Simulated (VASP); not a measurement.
# Hf (I4/mmm) in VASP: a series of runs, part 2 of 3

VASP 6.6.1. Earlier steps stand in the parts before.

### 3 Single point, LDA (19.06 Å³/atom)

Input file INCAR:

```
SYSTEM = Hf
PREC = Accurate
ENCUT = 520
EDIFF = 1E-6
ISMEAR = 0
SIGMA = 0.15
LREAL = .FALSE.
LASPH = .TRUE.
NELM = 80
ALGO = Fast
ISIF = 2
LWAVE = .FALSE.
LCHARG = .FALSE.
NBANDS = 11
```

Input file KPOINTS:

```
Automatic mesh
0
G
  20 20 20
  0 0 0
```

Input file POSCAR:

```
Hf
1.0
    0.0000000000      2.2321764108      1.9127519664
    2.2321764108      0.0000000000      1.9127519664
    2.2321764108      2.2321764108      0.0000000000
Hf
1
Direct
    0.0000000000      0.0000000000      0.0000000000
```

Potentials or basis: VASP PAW LDA potentials, release 64 (Hf_pv).

Launch:

```sh
> cat potpaw_LDA.64/Hf_pv/POTCAR > POTCAR
> mpirun -np 1 vasp_std > vasp.out
```

OUTCAR:

```text
SYSTEM = Hf
   PREC = Accurate
   ENCUT = 520
   EDIFF = 1E-6
   ISMEAR = 0
   LREAL = .FALSE.
   LASPH = .TRUE.
   NELM = 80
   ISIF = 2

 ion  position               nearest neighbor table
   1  0.000  0.000  0.000-

  LATTYP: Found a body centered tetragonal cell.
 ALAT       =     3.1567741538
 C/A-ratio  =     1.2118396016

  Lattice vectors:

 A1 = (   0.0000000000,  -2.2321764108,  -1.9127519664)
 A2 = (   0.0000000000,   2.2321764108,  -1.9127519664)
 A3 = (   2.2321764108,   0.0000000000,   1.9127519664)

Analysis of symmetry for initial positions (statically):
=====================================================================
 Subroutine PRICEL returns:
 Original cell was already a primitive cell.

 Routine SETGRP: Setting up the symmetry group for a
 body centered tetragonal supercell.

 Subroutine GETGRP returns: Found 16 space group operations
 (whereof 16 operations were pure point group operations)
 out of a pool of 16 trial point group operations.

The static configuration has the point symmetry D_4h.

Analysis of symmetry for dynamics (positions and initial velocities):
=====================================================================
 Subroutine PRICEL returns:
 Original cell was already a primitive cell.

 Routine SETGRP: Setting up the symmetry group for a
 body centered tetragonal supercell.

 Subroutine GETGRP returns: Found 16 space group operations
 (whereof 16 operations were pure point group operations)
 out of a pool of 16 trial point group operations.

The dynamic configuration has the point symmetry D_4h.

 Subroutine INISYM returns: Found 16 space group operations
 (whereof 16 operations are pure point group operations),
 and found     1 'primitive' translations

----------------------------------------------------------------------------------------

                                     Primitive cell

  volume of cell :      19.0610

  direct lattice vectors                    reciprocal lattice vectors
     0.000000000  2.232176411  1.912751966    -0.223996633  0.223996633  0.261403469
     2.232176411  0.000000000  1.912751966     0.223996633 -0.223996633  0.261403469
     2.232176411  2.232176411  0.000000000     0.223996633  0.223996633 -0.261403469

  length of vectors
     2.939597186  2.939597186  3.156774154     0.410707629  0.410707629  0.410707629

  position of ions in fractional coordinates (direct lattice)
     0.000000000  0.000000000  0.000000000

  ion indices of the primitive-cell ions
   primitive index   ion index
                 1           1

----------------------------------------------------------------------------------------

 KPOINTS: Automatic mesh

Automatic generation of k-mesh.
 Grid dimensions read from file:
 generate k-points for:   20   20   20

 Generating k-lattice:

  Cartesian coordinates                     Fractional coordinates (reciprocal lattice)
    -0.011199832  0.011199832  0.013070173     0.050000000  0.000000000  0.000000000
     0.011199832 -0.011199832  0.013070173     0.000000000  0.050000000  0.000000000
     0.011199832  0.011199832 -0.013070173     0.000000000  0.000000000  0.050000000

  Length of vectors
     0.020535381  0.020535381  0.020535381

  Shift w.r.t. Gamma in fractional coordinates (k-lattice)
     0.000000000  0.000000000  0.000000000

 Subroutine IBZKPT returns following result:
 ===========================================

 Found    641 irreducible k-points:

 Following reciprocal coordinates:
            Coordinates               Weight
  0.000000  0.000000  0.000000      1.000000
  0.050000  0.000000  0.000000      8.000000
  0.100000  0.000000  0.000000      8.000000
  0.150000  0.000000  0.000000      8.000000
  0.200000  0.000000  0.000000      8.000000
  0.250000  0.000000  0.000000      8.000000
[... 16 lines left out ...]
 -0.400000  0.050000  0.000000      8.000000
 -0.350000  0.050000  0.000000      8.000000
 [... further k-points ...]
   k-points           NKPTS =    641   k-points in BZ     NKDIM =    641   number of bands    NBANDS=     11
   number of dos      NEDOS =    301   number of ions     NIONS =      1
   total plane-waves  NPLWV =  13824
   dimension x,y,z NGX =    24 NGY =   24 NGZ =   24
   dimension x,y,z NGXF=    48 NGYF=   48 NGZF=   48
   ions per type =               1
   NGX,Y,Z   is equivalent  to a cutoff of  13.57, 13.57, 12.64 a.u.
   NGXF,Y,Z  is equivalent  to a cutoff of  27.15, 27.15, 25.28 a.u.
 SYSTEM =  Hf
   PREC   = accura    normal or accurate (medium, high low for compatibility)
   ISTART =      0    job   : 0-new  1-cont  2-samecut
   ICHARG =      2    charge: 1-file 2-atom 10-const
   ISPIN  =      1    spin polarized calculation?
   LNONCOLLINEAR =      F non collinear calculations
   LSORBIT =      F    spin-orbit coupling
   LASPH  =      T    aspherical Exc in radial PAW
   ENCUT  =  520.0 eV  38.22 Ry    6.18 a.u.   5.47  5.47  5.87*2*pi/ulx,y,z
   NELM   =     80;   NELMIN=  2; NELMDL= -5     # of ELM steps
   EDIFF  = 0.1E-05   stopping-criterion for ELM
   LREAL  =      F    real-space projection
   EDIFFG = 0.1E-04   stopping-criterion for IOM
   NSW    =      0    number of steps for IOM
   IBRION =     -1    ionic relax: 0-MD 1-quasi-New 2-CG
   NFREE  =      0    steps in history (QN), initial steepest desc. (CG)
   ISIF   =      2    stress and relaxation
   ISYM   =      2    0-nonsym 1-usesym 2-fastsym
   POTIM  = 0.5000    time-step for ionic-motion
   TEBEG  =    0.0;   TEEND  =   0.0 temperature during run
   PSTRESS=    0.0 pullay stress
   NELECT =      10.0000    total number of electrons
   NUPDOWN=      -1.0000    fix difference up-down
   EMIN   =  10.00;   EMAX   =-10.00  energy-range for DOS
   EFERMI =   0.00;   METHOD = LEGACY
   ISMEAR =     0;   SIGMA  =   0.15  broadening in eV -4-tet -1-fermi 0-gaus
   EFERMI_NEDOS =   21; number of points for ismear=-14 and -15
   IALGO  =     68    algorithm
   IMIX   =      4    mixing-type and parameters
     AMIX     =   0.40;   BMIX     =  1.00
     AMIX_MAG =   1.60;   BMIX_MAG =  1.00
  volume/ion in A,a.u.               =      19.06       128.63
  Fermi-wavevector in a.u.,A,eV,Ry     =   1.320362  2.495122 23.719787  1.743355
  Thomas-Fermi vector in A             =   2.450193
   LORBIT       =      0    0 simple, 1 ext, 2 COOP (PROOUT), +10 PAW based schemes
   GGA     = CA    functional components
   LHFCALC =     F    Hartree Fock is set to
   AEXX    =    0.0000 exact exchange contribution
   IVDW    =     0    specifies the selected vdW correction
   LEPSILON=     F    determine dielectric tensor
   LRPA    =     F    only Hartree local field effects (RPA)
 non-spin polarized calculation
 RMM-DIIS sequential band-by-band and
 Gauss-broadening in eV      SIGMA  =   0.15
  energy-cutoff  :      520.00
  volume of cell :       19.06
 maximum number of plane-waves:       532
 NGX is ok and might be reduce to    24
   NGX = 11   NGY = 11   NGZ = 11

 number of electron      10.0000001 magnetization

 Free energy of the ion-electron system (eV)
  ---------------------------------------------------
  ext. energy  EPLUGINS =         0.00000000
  ---------------------------------------------------
  free energy    TOTEN  =       -10.54748364 eV

  energy without entropy =      -10.53003917  energy(sigma->0) =      -10.53876141

 E-fermi :   5.7430     XC(G=0): -12.2187

 val. band max:        5.7415628694   @ k =  -0.2500   0.1000   0.0500
 cond. band min:       5.7440204786   @ k =   0.5000   0.2500   0.1500
 fundamental gap:      0.0024576092
 Fermi energy:         5.7429940559

 k-point     1 :       0.0000    0.0000    0.0000
  band No.  band energies     occupation
      1     -23.4721      2.00000
      2     -23.4721      2.00000
      3     -23.4658      2.00000
      4      -1.8401      2.00000
      5       6.7808      0.00000
      6       6.7808      0.00000
      7       8.5940      0.00000
      8       8.9708      0.00000
      9      11.4277      0.00000
     10      18.1462      0.00000
     11      18.4560      0.00000
[... 309 lines left out ...]
 k-point    24 :      -0.3500    0.0500    0.0000
  band No.  band energies     occupation
      1     -24.6317      2.00000
      2     -23.7327      2.00000
      3     -23.5521      2.00000
      4       1.5225      2.00000
      5       6.1080      0.00058
      6       6.1727      0.00005
      7       8.3079      0.00000
      8      11.7871      0.00000
      9      12.0410      0.00000
     10      17.8614      0.00000
     11      19.5311      0.00000

 [... further k-points ...]

------------------------ aborting loop because EDIFF is reached ----------------------------------------

  FORCE on cell =-STRESS in cart. coord.  units (eV):
  Direction    XX          YY          ZZ          XY          YZ          ZX
  --------------------------------------------------------------------------------------
  -------------------------------------------------------------------------------------
  Total        1.0958920      1.0958920      1.5676060      0.0000000     -0.0000000     -0.0000000
  in kB       92.1154917     92.1154917    131.7655293      0.0000000     -0.0000000     -0.0000000
  external PRESSURE =     105.3321709 kB  Pullay stress =       0.0000000 kB

 VOLUME and BASIS-vectors are now :
 -----------------------------------------------------------------------------
  energy-cutoff  :      520.00
  volume of cell :       19.06
      direct lattice vectors                 reciprocal lattice vectors
     0.000000000  2.232176411  1.912751966    -0.223996633  0.223996633  0.261403469
     2.232176411  0.000000000  1.912751966     0.223996633 -0.223996633  0.261403469
     2.232176411  2.232176411  0.000000000     0.223996633  0.223996633 -0.261403469

 POSITION                                       TOTAL-FORCE (eV/Angst)
 -----------------------------------------------------------------------------------
      0.00000      0.00000      0.00000         0.000000      0.000000     -0.000000
 -----------------------------------------------------------------------------------
    total drift:                               -0.000000      0.000000      0.000000

  FREE ENERGIE OF THE ION-ELECTRON SYSTEM (eV)
  ---------------------------------------------------
  free  energy   TOTEN  =       -10.5474836403 eV

  energy  without entropy=      -10.5300391728  energy(sigma->0) =      -10.53876141
```

OSZICAR:

```text
N       E                     dE             d eps       ncg     rms          rms(c)
DAV:   1     0.130174765879E+02    0.13017E+02   -0.57938E+03 14302   0.860E+02
DAV:   2    -0.104183147720E+02   -0.23436E+02   -0.22638E+02 17820   0.159E+02
DAV:   3    -0.108328387462E+02   -0.41452E+00   -0.40971E+00 17664   0.144E+01
DAV:   4    -0.108340301723E+02   -0.11914E-02   -0.11912E-02 16021   0.920E-01
DAV:   5    -0.108340343391E+02   -0.41668E-05   -0.41662E-05 17233   0.489E-02    0.491E+01
RMM:   6    -0.106239796848E+02    0.21005E+00   -0.13067E-01 14448   0.238E+00    0.288E+01
RMM:   7    -0.105504237611E+02    0.73556E-01   -0.24467E-01 15694   0.330E+00    0.133E+00
RMM:   8    -0.105473936675E+02    0.30301E-02   -0.15332E-02 15793   0.102E+00    0.194E-01
RMM:   9    -0.105474798045E+02   -0.86137E-04   -0.10797E-03 17811   0.286E-01    0.733E-02
RMM:  10    -0.105474831354E+02   -0.33309E-05   -0.11144E-04 18132   0.917E-02    0.196E-02
RMM:  11    -0.105474832757E+02   -0.14028E-06   -0.19368E-05 17928   0.357E-02    0.114E-02
RMM:  12    -0.105474836403E+02   -0.36459E-06   -0.34892E-06 15562   0.136E-02
   1 F= -.10547484E+02 E0= -.10538761E+02  d E =-.174445E-01
```

stdout:

```text
POSCAR found type information on POSCAR Hf
 POSCAR found :  1 types and       1 ions
 scaLAPACK will be used
 LDA part: xc-table for (Slater(with rela. corr.)+CA(PZ))
 , standard interpolation
 POSCAR, INCAR and KPOINTS ok, starting setup
 FFT: planning ... GRIDC
 FFT: planning ... GRID_SOFT
 FFT: planning ... GRID
 WAVECAR not read
 entering main loop
```

Wall time 70 s (1 thread of AMD EPYC 9R45 (Zen 5), shared host); peak memory 0.21 GiB.

What came out:

```
Free energy            : -10.5475 eV
Pressure               : 10.5 GPa
Band gap on the k mesh : zero (bands 5 and 6 overlap by 2.17 eV)
```

Levels at points of the mesh, in eV from the Fermi level:
| k point | band 1 | band 2 | band 3 | band 4 | band 5 | band 6 | band 7 | band 8 | band 9 | band 10 |
| --- | --- | --- | --- | --- | --- | --- | --- | --- | --- | --- |
| (0.00, 0.00, 0.00) | -29.22 | -29.22 | -29.21 | -7.58 | 1.04 | 1.04 | 2.85 | 3.23 | 5.68 | 12.40 |
| (0.50, 0.00, 0.00) | -30.62 | -29.54 | -29.26 | -4.05 | 0.04 | 1.53 | 2.54 | 6.57 | 8.25 | 11.53 |
| (0.50, 0.50, 0.00) | -30.45 | -29.94 | -29.94 | -3.77 | -3.09 | 5.75 | 7.45 | 8.16 | 8.16 | 10.17 |
| (0.50, 0.00, 0.50) | -30.55 | -29.74 | -29.44 | -3.99 | -2.32 | 2.86 | 6.74 | 7.08 | 9.03 | 11.13 |

Caveat: the cell stands under pressure; spin-orbit coupling is left out, which moves the levels of the heavy elements.

[end of part 2 of 3]
